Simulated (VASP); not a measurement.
# Ca (I4/mmm) in VASP: notebook, part 2 of 2

VASP 6.6.1.

### Step 3. Relaxation of cell and atoms, r2SCAN

POSCAR reads:

```
Ca
1.0
   -2.2052049036      2.2052049036      2.1961148100
    2.2052049036     -2.2052049036      2.1961148100
    2.2052049036      2.2052049036     -2.1961148100
Ca
1
Direct
    0.5000000000      0.5000000000      0.0000000000
```

INCAR.step1 reads:

```
SYSTEM = Ca
ALGO = Normal ; EDIFF = 1E-4
ENCUT = 600 ; GGA = PE
ISMEAR = -1 ; LASPH = .True.
LCHARG = .False. ; LREAL = .False.
LWAVE = .True. ; NELM = 100
PREC = Accurate ; SIGMA = 0.05
```

INCAR.step2 reads:

```
SYSTEM = Ca
ALGO = Normal ; EDIFF = 1E-7
EDIFFG = -0.01 ; ENCUT = 600
IBRION = 2 ; ISIF = 3
ISMEAR = -1 ; ISTART = 1
LASPH = .True. ; LCHARG = .False.
LMIXTAU = .True. ; LREAL = .False.
LWAVE = .False. ; METAGGA = R2SCAN
NELM = 100 ; NSW = 60
PREC = Accurate ; SIGMA = 0.05
```

KPOINTS reads:

```
k-points
0
Gamma
  9 9 9
  0 0 0
```

Potentials or basis: VASP PAW PBE potentials, release 64 (Ca_sv).

Command:

```bash
cat potpaw_PBE.64/Ca_sv/POTCAR > POTCAR
cp INCAR.step1 INCAR
mpirun -np 1 vasp_std > vasp.out
cp INCAR.step2 INCAR
mpirun -np 1 vasp_std > vasp.out
```

OUTCAR:

```text
SYSTEM = Ca
   EDIFF = 1E-7
   EDIFFG = -0.01
   ENCUT = 600
   IBRION = 2
   ISIF = 3
   ISMEAR = -1
   ISTART = 1
   LASPH = .True.
   LREAL = .False.
   METAGGA = R2SCAN
   NELM = 100
   NSW = 60
   PREC = Accurate

 ion  position               nearest neighbor table
   1  0.500  0.500  0.000-

  LATTYP: Found a body centered tetragonal cell.
 ALAT       =     4.4104098072
 C/A-ratio  =     0.9958778916

  Lattice vectors:

 A1 = (  -2.2052049036,   2.2052049036,   2.1961148100)
 A2 = (   2.2052049036,  -2.2052049036,   2.1961148100)
 A3 = (   2.2052049036,   2.2052049036,  -2.1961148100)

Analysis of symmetry for initial positions (statically):
=====================================================================
 Subroutine PRICEL returns:
 Original cell was already a primitive cell.

 Routine SETGRP: Setting up the symmetry group for a
 body centered tetragonal supercell.

 Subroutine GETGRP returns: Found 16 space group operations
 (whereof 16 operations were pure point group operations)
 out of a pool of 16 trial point group operations.

The static configuration has the point symmetry D_4h.

Analysis of symmetry for dynamics (positions and initial velocities):
[... 167 lines left out ...]
  external PRESSURE =       3.3398383 kB  Pullay stress =       0.0000000 kB
[... 57 lines left out ...]
--------------------------------------- Ionic step        3  -------------------------------------------

 number of electron      10.0000002 magnetization

 Free energy of the ion-electron system (eV)
  ---------------------------------------------------
  ext. energy  EPLUGINS =         0.00000000
  ---------------------------------------------------
  free energy    TOTEN  =        -7.02334994 eV

  energy without entropy =       -7.01158520  energy(sigma->0) =       -7.01746757

 E-fermi :   1.9381     XC(G=0):  -8.1210

 val. band max:        1.8731667810   @ k =   0.2222   0.2222   0.2222
 cond. band min:       1.9527190816   @ k =   0.3333   0.2222   0.1111
 fundamental gap:      0.0795523005
 Fermi energy:         1.9381265335

 k-point     1 :       0.0000    0.0000    0.0000
  band No.  band energies     occupation
      1     -41.9840      2.00000
      2     -22.0135      2.00000
      3     -22.0132      2.00000
      4     -22.0131      2.00000
      5      -2.3501      2.00000
      6       4.5331      0.00000
      7       4.5508      0.00000
      8       4.5508      0.00000
      9       5.5971      0.00000
[... 265 lines left out ...]
 k-point    24 :       0.4444    0.4444   -0.0000
  band No.  band energies     occupation
      1     -41.9700      2.00000
      2     -22.1405      2.00000
      3     -22.0621      2.00000
      4     -22.0186      2.00000
      5       1.2348      2.00000
      6       1.7859      1.90908
      7       3.4472      0.00000
      8       5.4531      0.00000
      9       5.8962      0.00000

 [... further k-points ...]

------------------------ aborting loop because EDIFF is reached ----------------------------------------

  FORCE on cell =-STRESS in cart. coord.  units (eV):
  Direction    XX          YY          ZZ          XY          YZ          ZX
  --------------------------------------------------------------------------------------
  -------------------------------------------------------------------------------------
  Total       -0.0000575     -0.0000575      0.0053025      0.0000000     -0.0000000      0.0000000
  in kB       -0.0021193     -0.0021193      0.1953225      0.0000000     -0.0000000      0.0000000
  external PRESSURE =       0.0636946 kB  Pullay stress =       0.0000000 kB
[... 16 lines left out ...]
  FREE ENERGIE OF THE ION-ELECTRON SYSTEM (eV)
  ---------------------------------------------------
  free  energy   TOTEN  =        -7.0233499379 eV

  energy  without entropy=       -7.0115852028  energy(sigma->0) =       -7.01746757

 reached required accuracy - stopping structural energy minimisation
```

OUTCAR.step1:

```text
SYSTEM = Ca
   EDIFF = 1E-4
   ENCUT = 600
   GGA = PE
   ISMEAR = -1
   LASPH = .True.
   LREAL = .False.
[... 504 lines left out ...]
 -----------------------------------------------------------------------------------
      0.00000      0.00000      2.19611        -0.000000      0.000000      0.000000
 -----------------------------------------------------------------------------------
    total drift:                                0.000000     -0.000000      0.000000

  FREE ENERGIE OF THE ION-ELECTRON SYSTEM (eV)
  ---------------------------------------------------
  free  energy   TOTEN  =        -1.9178672774 eV

  energy  without entropy=       -1.9028228096  energy(sigma->0) =       -1.91034504
```

OSZICAR.step1:

```text
N       E                     dE             d eps       ncg     rms          rms(c)
DAV:   1     0.692071425003E+02    0.69207E+02   -0.58564E+03  1350   0.110E+03
DAV:   2     0.101179824541E+01   -0.68195E+02   -0.67878E+02  1376   0.239E+02
DAV:   3    -0.172452157746E+01   -0.27363E+01   -0.27239E+01  2276   0.463E+01
DAV:   4    -0.192186166802E+01   -0.19734E+00   -0.19721E+00  1933   0.788E+00
DAV:   5    -0.192580785722E+01   -0.39462E-02   -0.39416E-02  2299   0.871E-01    0.221E+00
DAV:   6    -0.191922166032E+01    0.65862E-02   -0.12723E-02  1854   0.141E+00    0.135E+00
DAV:   7    -0.191828897882E+01    0.93268E-03   -0.18110E-02  1777   0.184E+00    0.100E-01
DAV:   8    -0.191784835565E+01    0.44062E-03   -0.19945E-03  1610   0.487E-01    0.184E-02
DAV:   9    -0.191786727738E+01   -0.18922E-04   -0.94033E-05  1584   0.807E-02
   1 F= -.19178673E+01 E0= -.19103450E+01  d E =-.150445E-01
```

It took 5.7 min on 1 thread of Intel Xeon Platinum 8375C at 2.90GHz (Ice Lake), shared host; peak memory 0.2 GiB.

Results:

| Property | Result |
| --- | --- |
| Free energy | -7.0233 eV |
| Relaxed volume | 43.49 Å³/atom |
| Relaxed cell | a = 3.837 Å, b = 3.837 Å, c = 3.837 Å, α = 109.37°, β = 109.37°, γ = 109.68° |
| Space group after relaxing (to 0.1 Å) | Im-3m (No. 229) |
| Energy gained by relaxing | 0.8 meV/atom |
| Ionic steps | 3 |
| Pressure after relaxing | 0.0 GPa |
| Band gap on the k mesh | zero (bands 5 and 6 overlap by 0.31 eV) |

The path:
```csv
step,energy change (eV),largest force (eV/Å),pressure (GPa),volume (Å³)
1,0.0000,0.0000,0.33,42.72
2,-0.0008,0.0000,0.10,43.27
3,-0.0008,0.0000,0.01,43.49
```

Final structure:
```cif
data_structure
_symmetry_space_group_name_H-M 'P 1'
_symmetry_Int_Tables_number 1
_cell_length_a 3.8373
_cell_length_b 3.8373
_cell_length_c 3.8373
_cell_angle_alpha 109.369
_cell_angle_beta 109.369
_cell_angle_gamma 109.676
_cell_volume 43.49
loop_
_atom_site_label
_atom_site_type_symbol
_atom_site_fract_x
_atom_site_fract_y
_atom_site_fract_z
_atom_site_occupancy
Ca1 Ca 0.50000 0.50000 0.00000 1
```

Levels at points of the mesh, in eV from the Fermi level:
```csv
k point,band 3,band 4,band 5,band 6,band 7,band 8
"(0.00, 0.00, 0.00)",-23.95,-23.95,-4.29,2.59,2.61,2.61
```

Caveat: the PAW data sets were made with another functional, which shifts forces and pressure a little.

### Step 4. Relaxation of cell and atoms, r2SCAN, target pressure 2 GPa, at which the enthalpy is minimised

POSCAR is that of step 3.

INCAR.step1 reads:

```
  PREC = Accurate
  ENCUT = 600
  ISMEAR = -1
  SIGMA = 0.05
  LREAL = F
  LASPH = T
  NELM = 100
  GGA = PE
  ALGO = Normal
  EDIFF = 1E-4
  LWAVE = T
  LCHARG = F
```

INCAR.step2 reads:

```
  PREC = Accurate
  ENCUT = 600
  EDIFF = 1E-6
  ISMEAR = -1
  SIGMA = 0.05
  LREAL = F
  LASPH = T
  NELM = 100
  ALGO = Normal
  ISIF = 3
  LWAVE = F
  LCHARG = F
  METAGGA = R2SCAN
  LMIXTAU = T
  IBRION = 2
  NSW = 60
  EDIFFG = -0.01
  PSTRESS = 20.0
  ISTART = 1
```

KPOINTS reads:

```
Automatic mesh
0
Gamma
  9 9 9
```

Command:

```bash
cat potpaw_PBE.64/Ca_sv/POTCAR > POTCAR
cp INCAR.step1 INCAR
mpirun -np 1 vasp_std > vasp.out
cp INCAR.step2 INCAR
mpirun -np 1 vasp_std > vasp.out
```

It took 6.1 min on 1 thread of Intel Xeon Platinum 8375C at 2.90GHz (Ice Lake), shared host; peak memory 0.2 GiB.

The run converged. Its results:

```yaml
Free_energy: -6.9996 eV
Relaxed_volume: 39.46 Å³/atom
Relaxed_cell: a = 3.715 Å, b = 3.715 Å, c = 3.715 Å, α = 109.37°, β = 109.37°, γ = 109.68°
Space_group_after_relaxing_to_0.1_Å: Im-3m (No. 229)
Energy_change_on_relaxing_the_run_minimises_the_enthalpy: +22.9 meV/atom
Ionic_steps: 3
Pressure_after_relaxing: 2.0 GPa
Band_gap_on_the_k_mesh: zero (bands 5 and 6 overlap by 0.25 eV)
```

Step by step:
```
step  energy change (eV)  largest force (eV/Å)  pressure (GPa)  volume (Å³)
   1              0.0000                0.0000            0.33        42.72
   2              0.0165                0.0000            1.67        40.03
   3              0.0229                0.0000            1.99        39.46
```

Final structure:
```xyz
1
Lattice="-2.1475 2.1475 2.1393 2.1475 -2.1475 2.1393 2.1475 2.1475 -2.1393" Properties=species:S:1:pos:R:3 pbc="T T T"
Ca    0.0000    0.0000    2.1393
```

Levels at points of the mesh, in eV from the Fermi level:
```
           k point  band 3  band 4  band 5  band 6  band 7  band 8
(0.00, 0.00, 0.00)  -23.70  -23.70   -4.47    2.74    2.76    2.76
```

Caveat: the cell is relaxed towards a set pressure, so the run minimises the enthalpy, not the energy; the PAW data sets were made with another functional, which shifts forces and pressure a little.

### Step 5. The runs side by side

| level | cell | gap on the mesh (eV) | pressure (GPa) | relaxed volume (Å³/atom) |
| --- | --- | --- | --- | --- |
| r2SCAN+rVV10 | relaxed | none | 0.0 | 43.06 |
| r2SCAN | relaxed | none | 0.0 | 43.49 |
| r2SCAN | relaxed to 2 GPa | none | 2.0 | - |

Alike in all rows: task relaxation of cell and atoms; potentials or basis VASP PAW PBE potentials, release 64 (Ca_sv); no spin polarisation; k mesh 9 × 9 × 9; cutoff (eV) 600; smearing fermi-dirac 0.05 eV.

Caveats: the PAW data sets were made with another functional, which shifts forces and pressure a little; the cell is relaxed towards a set pressure, so the run minimises the enthalpy, not the energy (at least some runs).

Absolute energies hang on the potentials; compare differences alone.

The gap in the log of VASP goes by the Fermi energy; the results here count the filled bands.